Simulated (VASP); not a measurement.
# Cu (Fm-3m) in VASP: a series of runs, part 2 of 2

VASP 6.6.1. Earlier steps stand in the parts before.

## Step 4: Single point, PBE

This run uses another cell than the first one, of 11.57 Å³/atom, 1.043 times its volume.

The input, INCAR:

```
  PREC = Accurate
  ENCUT = 520
  EDIFF = 1E-7
  ISMEAR = -1
  SIGMA = 0.1
  LREAL = False
  LASPH = True
  NELM = 80
  ALGO = Normal
  ISIF = 2
  LWAVE = False
  LCHARG = False
  GGA = PE
  NBANDS = 12
```

The input, KPOINTS:

```
regular mesh
0
Gamma
  13 13 13
```

The input, POSCAR:

```
Cu
1.0
    0.0000000000      1.7953687620      1.7953687620
    1.7953687620      0.0000000000      1.7953687620
    1.7953687620      1.7953687620      0.0000000000
Cu
1
Direct
    0.0000000000      0.0000000000      0.0000000000
```

Potentials or basis: VASP PAW PBE potentials, release 64 (Cu).

Command:

```sh
$ cat potpaw_PBE.64/Cu/POTCAR > POTCAR
$ mpirun -np 1 vasp_std > vasp.out
```

OUTCAR:

```text
PREC = Accurate
   ENCUT = 520
   EDIFF = 1E-7
   ISMEAR = -1
   LREAL = False
   LASPH = True
   NELM = 80
   ISIF = 2
   GGA = PE

 ion  position               nearest neighbor table
   1  0.000  0.000  0.000-

  LATTYP: Found a face centered cubic cell.
 ALAT       =     3.5907375240

  Lattice vectors:

 A1 = (   0.0000000000,   1.7953687620,   1.7953687620)
 A2 = (   1.7953687620,   0.0000000000,   1.7953687620)
 A3 = (   1.7953687620,   1.7953687620,   0.0000000000)

Analysis of symmetry for initial positions (statically):
=====================================================================
 Subroutine PRICEL returns:
 Original cell was already a primitive cell.

 Routine SETGRP: Setting up the symmetry group for a
 face centered cubic supercell.

 Subroutine GETGRP returns: Found 48 space group operations
 (whereof 48 operations were pure point group operations)
 out of a pool of 48 trial point group operations.

The static configuration has the point symmetry O_h .

Analysis of symmetry for dynamics (positions and initial velocities):
[... 159 lines left out ...]
 cond. band min:       8.0366817119   @ k =   0.4615   0.3077   0.0000
 fundamental gap:      0.2057816165
 Fermi energy:         7.9618566280

 k-point     1 :       0.0000    0.0000    0.0000
  band No.  band energies     occupation
      1      -1.6679      2.00000
      2       4.7429      2.00000
      3       4.7430      2.00000
      4       4.7430      2.00000
      5       5.5907      2.00000
      6       5.5907      2.00000
      7      30.5944      0.00000
      8      33.3961      0.00000
      9      33.3961      0.00000
     10      33.3961      0.00000
     11      35.9045      0.00000
     12      35.9045      0.00000
[... 331 lines left out ...]
 k-point    24 :       0.4615    0.1538    0.0000
  band No.  band energies     occupation
      1       2.9064      2.00000
      2       4.3723      2.00000
      3       4.7518      2.00000
      4       5.0260      2.00000
      5       6.1935      2.00000
      6       7.5000      1.98046
      7      14.0220      0.00000
      8      24.9037      0.00000
      9      26.2782      0.00000
     10      28.4968      0.00000
     11      38.3408      0.00000
     12      38.4165      0.00000

 [... further k-points ...]
[... 5 lines left out ...]
  --------------------------------------------------------------------------------------
  -------------------------------------------------------------------------------------
  Total        0.3896383      0.3896383      0.3896383     -0.0000000     -0.0000000      0.0000000
  in kB       53.9363079     53.9363079     53.9363079     -0.0000000     -0.0000000      0.0000000
  external PRESSURE =      53.9363079 kB  Pullay stress =       0.0000000 kB

 VOLUME and BASIS-vectors are now :
 -----------------------------------------------------------------------------
  energy-cutoff  :      520.00
  volume of cell :       11.57
      direct lattice vectors                 reciprocal lattice vectors
     0.000000000  1.795368762  1.795368762    -0.278494319  0.278494319  0.278494319
     1.795368762  0.000000000  1.795368762     0.278494319 -0.278494319  0.278494319
     1.795368762  1.795368762  0.000000000     0.278494319  0.278494319 -0.278494319

 POSITION                                       TOTAL-FORCE (eV/Angst)
 -----------------------------------------------------------------------------------
      0.00000      0.00000      0.00000         0.000000     -0.000000      0.000000
 -----------------------------------------------------------------------------------
    total drift:                                0.000000      0.000000      0.000000

  FREE ENERGIE OF THE ION-ELECTRON SYSTEM (eV)
  ---------------------------------------------------
  free  energy   TOTEN  =        -3.7264720074 eV

  energy  without entropy=       -3.7172879396  energy(sigma->0) =       -3.72187997
```

It took 7.2 s on 1 thread of Intel Xeon Platinum 8375C at 2.90GHz (Ice Lake), shared host; peak memory 0.13 GiB.

What came out:

```yaml
Free_energy: -3.7265 eV
Pressure: 5.4 GPa
```

## Step 5: Single point, PBE

This run uses another cell than the first one, of 11.81 Å³/atom, 1.064 times its volume.

The input, INCAR:

```
  PREC = Accurate
  ENCUT = 520
  EDIFF = 1E-7
  ISMEAR = -1
  SIGMA = 0.1
  LREAL = F
  LASPH = T
  NELM = 100
  ALGO = Normal
  ISIF = 2
  LWAVE = F
  LCHARG = F
  GGA = PE
  NBANDS = 12
```

The input, KPOINTS:

```
Automatic mesh
0
Gamma
  13 13 13
```

The input, POSCAR:

```
Cu
1.0
    0.0000000000      1.8075000000      1.8075000000
    1.8075000000      0.0000000000      1.8075000000
    1.8075000000      1.8075000000      0.0000000000
Cu
1
Direct
    0.0000000000      0.0000000000      0.0000000000
```

Command:

```sh
$ cat potpaw_PBE.64/Cu/POTCAR > POTCAR
$ mpirun -np 1 vasp_std > vasp.out
```

Wall time 7.6 s (1 thread of Intel Xeon Platinum 8375C at 2.90GHz (Ice Lake), shared host); peak memory 0.13 GiB.

The run converged. Its results:

* Free energy: -3.7322 eV
* Pressure: 2.2 GPa

Levels at points of the mesh, in eV from the Fermi level:
| k point | band 4 | band 5 | band 6 | band 7 | band 8 | band 9 |
| --- | --- | --- | --- | --- | --- | --- |
| (0.00, 0.00, 0.00) | -3.15 | -2.33 | -2.33 | 22.48 | 25.12 | 25.12 |

## Step 6: Summary

```tsv
cell	gap on the mesh (eV)	pressure (GPa)
a = 2.504 Å, angles 60.0°, 1 atom	none	13.1
a = 2.522 Å, angles 60.0°, 1 atom	none	9.0
a = 2.539 Å, angles 60.0°, 1 atom	none	5.4
a = 2.556 Å, angles 60.0°, 1 atom	none	2.2
```

Alike in all rows: task single point; level PBE; potentials or basis VASP PAW PBE potentials, release 64 (Cu); no spin polarisation; k mesh 13 × 13 × 13; cutoff (eV) 520; smearing fermi-dirac 0.1 eV.

Total energies depend on the potentials used, so only differences within one code and one set of settings carry meaning.
